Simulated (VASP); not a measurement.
Set up this calculation in VASP 6.6.1, as the native input.

| Item | Value |
| --- | --- |
| Task | single point |
| Functional | PBEsol |
| Potentials or basis | VASP PAW PBE potentials, release 64 (Cd, Se) |
| Cutoff | 520 eV |
| k mesh | 8 × 8 × 8 |
| Occupations | fermi-dirac, width 0.05 eV |
| Spin | no spin polarisation |
| Dipole correction | no |
| Further INCAR settings | ALGO = Normal; EDIFF = 1e-07; NBANDS = 16 |

The structure of CdSe lies in POSCAR:

```
CdSe
1.0
    0.0000000000      2.9117775739      2.9117775739
    2.9117775739      0.0000000000      2.9117775739
    2.9117775739      2.9117775739      0.0000000000
Cd Se
1 1
Direct
    0.0000000000      0.0000000000      0.0000000000
    0.5000000000      0.5000000000      0.5000000000
```

This cell differs from its parent crystal: volume scaled by 1.04.

One way to write it, as run:

INCAR

```
SYSTEM = CdSe
  PREC = Accurate
  ENCUT = 520
  EDIFF = 1E-7
  ISMEAR = -1
  SIGMA = 0.05
  LREAL = .FALSE.
  LASPH = .TRUE.
  NELM = 100
  ALGO = Normal
  ISIF = 2
  LWAVE = .FALSE.
  LCHARG = .FALSE.
  GGA = PS
  NBANDS = 16
```

KPOINTS

```
Automatic mesh
0
G
  8 8 8
  0 0 0
```

Potentials or basis: VASP PAW PBE potentials, release 64 (Cd, Se).

Command:

```console
$ cat potpaw_PBE.64/Cd/POTCAR potpaw_PBE.64/Se/POTCAR > POTCAR
$ mpirun -np 1 vasp_std > vasp.out
```

Results of the run:

```json
{
 "Pressure": "-5.4 GPa",
 "Band gap on the k mesh": "zero (band 9 reaches 1.78 eV, above the bottom of band 10 at 1.26 eV)"
}
```

Caveat: the PAW data sets were made with another functional, which shifts forces and pressure a little.

Run time: 7.5 s on 1 thread of Intel(R) Xeon(R) 6975P-C (Granite Rapids) (shared host), peak memory 0.18 GiB.
